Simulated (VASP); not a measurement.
# NaF (I4/mmm) in VASP: a series of runs

NaF is run at these levels: PBEsol; tasks: single point.

All numbers are computed with VASP 6.6.1; they aren't measurements. Logs are shortened: lines on timing, memory, paths and dates and some standing lists are left out, and cuts for length are marked.

## (1) The cell of the first run

Symmetry: I4/mmm, No. 139, tetragonal system. Conventional cell: a = 3.286 Å, b = 3.286 Å, c = 4.809 Å, α = 90.00°, β = 90.00°, γ = 90.00°. Within 3.1 Å of Na (site symmetry 4/mmm) lie 6 F at 2.32 to 2.40 Å. F (site symmetry 4/mmm) has 6 Na at 2.32 to 2.40 Å within 3.1 Å.

## (2) Single point, PBEsol (strain +0.0350 x Voigt [0, 0, 1, 0, 0, 0])

The input, INCAR:

```
SYSTEM = NaF
PREC     = Accurate       ! precision mode
ENCUT    = 520            ! plane-wave cutoff, eV
EDIFF    = 1E-6           ! SCF threshold, eV
ISMEAR   = 0              ! smearing method
SIGMA    = 0.05           ! smearing width, eV
LREAL    = .FALSE.        ! projectors in reciprocal space
LASPH    = .TRUE.         ! aspherical terms in the spheres
NELM     = 100            ! most SCF steps
ALGO     = Normal         ! electronic algorithm
ISIF     = 2              ! what is computed and relaxed
LWAVE    = .FALSE.        ! write WAVECAR
LCHARG   = .FALSE.        ! write CHGCAR
GGA      = PS             ! functional
NBANDS   = 14             ! bands
```

The input, KPOINTS:

```
Automatic mesh
0
G
  8 8 8
  0 0 0
```

The input, POSCAR:

```
NaF
1.0
    0.0000000000      2.3233000000      2.4046155000
    2.3233000000      0.0000000000      2.4046155000
    2.3233000000      2.3233000000      0.0000000000
Na F
1 1
Direct
    0.0000000000      0.0000000000      0.0000000000
    0.5000000000      0.5000000000      0.5000000000
```

Potentials or basis: VASP PAW PBE potentials, release 64 (Na_pv, F).

Run with:

```
$ cat potpaw_PBE.64/Na_pv/POTCAR potpaw_PBE.64/F/POTCAR > POTCAR
$ mpirun -np 1 vasp_std > vasp.out
```

OUTCAR:

```text
SYSTEM = NaF
   PREC = Accurate
   ENCUT = 520
   EDIFF = 1E-6
   ISMEAR = 0
   LREAL = .FALSE.
   LASPH = .TRUE.
   NELM = 100
   ISIF = 2
   GGA = PS

 ion  position               nearest neighbor table
   1  0.000  0.000  0.000-   2 2.32   2 2.32   2 2.32   2 2.32
   2  0.500  0.500  0.500-   1 2.32   1 2.32   1 2.32   1 2.32

  LATTYP: Found a body centered tetragonal cell.
 ALAT       =     3.2856423695
 C/A-ratio  =     1.4637110371

  Lattice vectors:

 A1 = (  -2.3233000000,   0.0000000000,   2.4046155000)
 A2 = (   2.3233000000,   0.0000000000,   2.4046155000)
 A3 = (   0.0000000000,   2.3233000000,  -2.4046155000)

Analysis of symmetry for initial positions (statically):
=====================================================================
 Subroutine PRICEL returns:
 Original cell was already a primitive cell.

 Routine SETGRP: Setting up the symmetry group for a
 body centered tetragonal supercell.

 Subroutine GETGRP returns: Found 16 space group operations
 (whereof 16 operations were pure point group operations)
 out of a pool of 16 trial point group operations.

The static configuration has the point symmetry D_4h.

Analysis of symmetry for dynamics (positions and initial velocities):
=====================================================================
 Subroutine PRICEL returns:
 Original cell was already a primitive cell.

 Routine SETGRP: Setting up the symmetry group for a
 body centered tetragonal supercell.

 Subroutine GETGRP returns: Found 16 space group operations
 (whereof 16 operations were pure point group operations)
 out of a pool of 16 trial point group operations.

The dynamic configuration has the point symmetry D_4h.

 Subroutine INISYM returns: Found 16 space group operations
 (whereof 16 operations are pure point group operations),
 and found     1 'primitive' translations

----------------------------------------------------------------------------------------

                                     Primitive cell

  volume of cell :      25.9589

  direct lattice vectors                    reciprocal lattice vectors
     0.000000000  2.323300000  2.404615500    -0.215211122  0.215211122  0.207933451
     2.323300000  0.000000000  2.404615500     0.215211122 -0.215211122  0.207933451
     2.323300000  2.323300000  0.000000000     0.215211122  0.215211122 -0.207933451

  length of vectors
     3.343635535  3.343635535  3.285642369     0.368602732  0.368602732  0.368602732

  position of ions in fractional coordinates (direct lattice)
     0.000000000  0.000000000  0.000000000
     0.500000000  0.500000000  0.500000000

  ion indices of the primitive-cell ions
   primitive index   ion index
                 1           1
                 2           2

----------------------------------------------------------------------------------------

 KPOINTS: Automatic mesh

Automatic generation of k-mesh.
 Grid dimensions read from file:
 generate k-points for:    8    8    8

 Generating k-lattice:

  Cartesian coordinates                     Fractional coordinates (reciprocal lattice)
    -0.026901390  0.026901390  0.025991681     0.125000000 -0.000000000  0.000000000
     0.026901390 -0.026901390  0.025991681    -0.000000000  0.125000000  0.000000000
     0.026901390  0.026901390 -0.025991681     0.000000000  0.000000000  0.125000000

  Length of vectors
     0.046075342  0.046075342  0.046075342

  Shift w.r.t. Gamma in fractional coordinates (k-lattice)
     0.000000000  0.000000000  0.000000000

 Subroutine IBZKPT returns following result:
 ===========================================

 Found     59 irreducible k-points:

 Following reciprocal coordinates:
            Coordinates               Weight
  0.000000  0.000000  0.000000      1.000000
  0.125000 -0.000000  0.000000      8.000000
  0.250000 -0.000000  0.000000      8.000000
  0.375000 -0.000000  0.000000      8.000000
  0.500000 -0.000000  0.000000      4.000000
  0.125000  0.125000  0.000000      2.000000
[... 16 lines left out ...]
  0.250000 -0.000000  0.125000     16.000000
  0.375000  0.000000  0.125000     16.000000
 [... further k-points ...]
   k-points           NKPTS =     59   k-points in BZ     NKDIM =     59   number of bands    NBANDS=     14
   number of dos      NEDOS =    301   number of ions     NIONS =      2
   total plane-waves  NPLWV =  18816
   dimension x,y,z NGX =    28 NGY =   28 NGZ =   24
   dimension x,y,z NGXF=    56 NGYF=   56 NGZF=   48
   ions per type =               1   1
   NGX,Y,Z   is equivalent  to a cutoff of  13.92, 13.92, 12.14 a.u.
   NGXF,Y,Z  is equivalent  to a cutoff of  27.84, 27.84, 24.29 a.u.
 SYSTEM =  NaF
   PREC   = accura    normal or accurate (medium, high low for compatibility)
   ISTART =      0    job   : 0-new  1-cont  2-samecut
   ICHARG =      2    charge: 1-file 2-atom 10-const
   ISPIN  =      1    spin polarized calculation?
   LNONCOLLINEAR =      F non collinear calculations
   LSORBIT =      F    spin-orbit coupling
   LASPH  =      T    aspherical Exc in radial PAW
   ENCUT  =  520.0 eV  38.22 Ry    6.18 a.u.   6.22  6.22  6.11*2*pi/ulx,y,z
   NELM   =    100;   NELMIN=  2; NELMDL= -5     # of ELM steps
   EDIFF  = 0.1E-05   stopping-criterion for ELM
   LREAL  =      F    real-space projection
   EDIFFG = 0.1E-04   stopping-criterion for IOM
   NSW    =      0    number of steps for IOM
   IBRION =     -1    ionic relax: 0-MD 1-quasi-New 2-CG
   NFREE  =      0    steps in history (QN), initial steepest desc. (CG)
   ISIF   =      2    stress and relaxation
   ISYM   =      2    0-nonsym 1-usesym 2-fastsym
   POTIM  = 0.5000    time-step for ionic-motion
   TEBEG  =    0.0;   TEEND  =   0.0 temperature during run
   PSTRESS=    0.0 pullay stress
   NELECT =      14.0000    total number of electrons
   NUPDOWN=      -1.0000    fix difference up-down
   EMIN   =  10.00;   EMAX   =-10.00  energy-range for DOS
   EFERMI =   0.00;   METHOD = LEGACY
   ISMEAR =     0;   SIGMA  =   0.05  broadening in eV -4-tet -1-fermi 0-gaus
   EFERMI_NEDOS =   21; number of points for ismear=-14 and -15
   IALGO  =     38    algorithm
   IMIX   =      4    mixing-type and parameters
     AMIX     =   0.40;   BMIX     =  1.00
     AMIX_MAG =   1.60;   BMIX_MAG =  1.00
  volume/ion in A,a.u.               =      12.98        87.59
  Fermi-wavevector in a.u.,A,eV,Ry     =   1.332566  2.518185 24.160307  1.775732
  Thomas-Fermi vector in A             =   2.461491
   LORBIT       =      0    0 simple, 1 ext, 2 COOP (PROOUT), +10 PAW based schemes
   GGA     = PS    functional components
   LHFCALC =     F    Hartree Fock is set to
   AEXX    =    0.0000 exact exchange contribution
   IVDW    =     0    specifies the selected vdW correction
   LEPSILON=     F    determine dielectric tensor
   LRPA    =     F    only Hartree local field effects (RPA)
 non-spin polarized calculation
 Gauss-broadening in eV      SIGMA  =   0.05
  energy-cutoff  :      520.00
  volume of cell :       25.96
 maximum number of plane-waves:       708
 NGX is ok and might be reduce to    28
   NGX = 13   NGY = 13   NGZ = 13

 number of electron      14.0000002 magnetization

 Free energy of the ion-electron system (eV)
  ---------------------------------------------------
  ext. energy  EPLUGINS =         0.00000000
  ---------------------------------------------------
  free energy    TOTEN  =        -8.75899247 eV

  energy without entropy =       -8.75899247  energy(sigma->0) =       -8.75899247

 E-fermi :  -2.0870     XC(G=0):  -9.1212

 val. band max:       -2.3491282642   @ k =   0.0000   0.0000   0.0000
 cond. band min:       3.5935574635   @ k =   0.0000   0.0000   0.0000
 fundamental gap:      5.9426857277
 Fermi energy:        -2.0869570263

 k-point     1 :       0.0000    0.0000    0.0000
  band No.  band energies     occupation
      1     -21.3405      2.00000
      2     -21.2548      2.00000
      3     -21.2423      2.00000
      4     -21.2423      2.00000
      5      -2.3532      2.00000
      6      -2.3532      2.00000
      7      -2.3491      2.00000
      8       3.5936      0.00000
      9      16.0431      0.00000
     10      16.2869      0.00000
     11      16.2870      0.00000
     12      18.8041      0.00000
     13      20.6584      0.00000
     14      21.6196      0.00000

 k-point     2 :       0.1250   -0.0000    0.0000
  band No.  band energies     occupation
      1     -21.5768      2.00000
      2     -21.2540      2.00000
      3     -21.2433      2.00000
      4     -20.9900      2.00000
      5      -2.6384      2.00000
      6      -2.3881      2.00000
      7      -2.3866      2.00000
      8       4.1276      0.00000
      9      14.4442      0.00000
     10      16.3239      0.00000
     11      16.5232      0.00000
     12      20.0844      0.00000
     13      20.6641      0.00000
     14      20.9486      0.00000

 k-point     3 :       0.2500   -0.0000    0.0000
  band No.  band energies     occupation
      1     -21.7991      2.00000
      2     -21.2595      2.00000
      3     -21.2458      2.00000
      4     -20.7220      2.00000
      5      -3.2173      2.00000
      6      -2.4779      2.00000
      7      -2.4663      2.00000
      8       5.4165      0.00000
      9      12.3501      0.00000
     10      16.7256      0.00000
     11      17.0617      0.00000
     12      19.4898      0.00000
     13      20.1875      0.00000
     14      21.2555      0.00000
[... 324 lines left out ...]
 k-point    23 :       0.2500   -0.0000    0.1250
  band No.  band energies     occupation
      1     -21.7501      2.00000
      2     -21.2664      2.00000
      3     -21.2544      2.00000
      4     -20.7640      2.00000
      5      -3.1036      2.00000
      6      -2.5025      2.00000
      7      -2.4917      2.00000
      8       5.3300      0.00000
      9      12.6981      0.00000
     10      16.3969      0.00000
     11      16.5499      0.00000
     12      18.3000      0.00000
     13      21.2131      0.00000
     14      22.9498      0.00000

 k-point    24 :       0.3750    0.0000    0.1250
  band No.  band energies     occupation
      1     -21.8730      2.00000
      2     -21.2715      2.00000
      3     -21.2574      2.00000
      4     -20.6026      2.00000
      5      -3.5389      2.00000
      6      -2.6104      2.00000
      7      -2.5805      2.00000
      8       6.7966      0.00000
      9      11.1316      0.00000
     10      16.2873      0.00000
     11      16.7067      0.00000
     12      18.1783      0.00000
     13      20.9260      0.00000
     14      22.8495      0.00000

 [... further k-points ...]

------------------------ aborting loop because EDIFF is reached ----------------------------------------

  FORCE on cell =-STRESS in cart. coord.  units (eV):
  Direction    XX          YY          ZZ          XY          YZ          ZX
  --------------------------------------------------------------------------------------
  -------------------------------------------------------------------------------------
  Total       -0.2132348     -0.2132348     -0.5413943      0.0000000     -0.0000000      0.0000000
  in kB      -13.1608046    -13.1608046    -33.4147341      0.0000000     -0.0000000      0.0000000
  external PRESSURE =     -19.9121144 kB  Pullay stress =       0.0000000 kB

 VOLUME and BASIS-vectors are now :
 -----------------------------------------------------------------------------
  energy-cutoff  :      520.00
  volume of cell :       25.96
      direct lattice vectors                 reciprocal lattice vectors
     0.000000000  2.323300000  2.404615500    -0.215211122  0.215211122  0.207933451
     2.323300000  0.000000000  2.404615500     0.215211122 -0.215211122  0.207933451
     2.323300000  2.323300000  0.000000000     0.215211122  0.215211122 -0.207933451

 POSITION                                       TOTAL-FORCE (eV/Angst)
 -----------------------------------------------------------------------------------
      0.00000      0.00000      0.00000         0.000000     -0.000000      0.000000
      2.32330      2.32330      2.40462        -0.000000      0.000000     -0.000000
 -----------------------------------------------------------------------------------
    total drift:                                0.000000      0.000000      0.000000

  FREE ENERGIE OF THE ION-ELECTRON SYSTEM (eV)
  ---------------------------------------------------
  free  energy   TOTEN  =        -8.7589924709 eV

  energy  without entropy=       -8.7589924709  energy(sigma->0) =       -8.75899247
```

It took 53 s on 1 thread of Intel Xeon 8259CL, shared host; peak memory 0.15 GiB.

Results:

```yaml
Free_energy: -8.7590 eV
Pressure: -2.0 GPa
Band_gap_on_the_k_mesh: 5.94 eV, direct
```

Caveat: the cell differs from its parent crystal (strain +0.0350 x Voigt [0, 0, 1, 0, 0, 0]); the PAW data sets were made with another functional, which shifts forces and pressure a little.

## (3) Single point, PBEsol (strain +0.0400 x Voigt [0, 0, 1, 0, 0, 0])

The input, INCAR:

```
PREC = Accurate ; ENCUT = 520
EDIFF = 1E-6 ; ISMEAR = 0
SIGMA = 0.05 ; LREAL = F
LASPH = T ; NELM = 60
ALGO = Normal ; ISIF = 2
LWAVE = F ; LCHARG = F
GGA = PS ; NBANDS = 14
```

The input, KPOINTS:

```
Automatic mesh
0
Gamma
  8 8 8
```

The input, POSCAR:

```
NaF
1.0
    0.0000000000      2.3233000000      2.4162320000
    2.3233000000      0.0000000000      2.4162320000
    2.3233000000      2.3233000000      0.0000000000
Na F
1 1
Direct
    0.0000000000      0.0000000000      0.0000000000
    0.5000000000      0.5000000000      0.5000000000
```

Potentials or basis: VASP PAW PBE potentials, release 64 (Na_pv, F).

Run with:

```
$ cat potpaw_PBE.64/Na_pv/POTCAR potpaw_PBE.64/F/POTCAR > POTCAR
$ mpirun -np 1 vasp_std > vasp.out
```

It took 54 s on 1 thread of Intel Xeon 8259CL, shared host; peak memory 0.15 GiB.

It converged, with:

```
Free energy            : -8.7565 eV
Pressure               : -2.1 GPa
Band gap on the k mesh : 5.92 eV, direct
```

Stress tensor (GPa, compression positive):
```
-1.40  0.00  0.00
 0.00 -1.40  0.00
 0.00  0.00 -3.62
```

Levels at points of the mesh, in eV from the valence-band top:
| k point | band 4 | band 5 | band 6 | band 7 | band 8 | band 9 | band 10 | band 11 |
| --- | --- | --- | --- | --- | --- | --- | --- | --- |
| (0.00, 0.00, 0.00) | -18.91 | 0.00 | 0.00 | 0.00 | 5.92 | 18.34 | 18.62 | 18.62 |
| (0.50, 0.00, 0.00) | -18.12 | -1.52 | -0.25 | -0.22 | 10.32 | 11.94 | 19.14 | 19.85 |
| (0.50, 0.50, 0.00) | -18.77 | -1.26 | -0.35 | -0.35 | 12.26 | 12.97 | 13.18 | 19.36 |
| (0.50, 0.00, 0.50) | -18.75 | -1.21 | -0.44 | -0.38 | 12.77 | 12.83 | 13.13 | 18.72 |

Caveat: the cell differs from its parent crystal (strain +0.0400 x Voigt [0, 0, 1, 0, 0, 0]); the PAW data sets were made with another functional, which shifts forces and pressure a little.
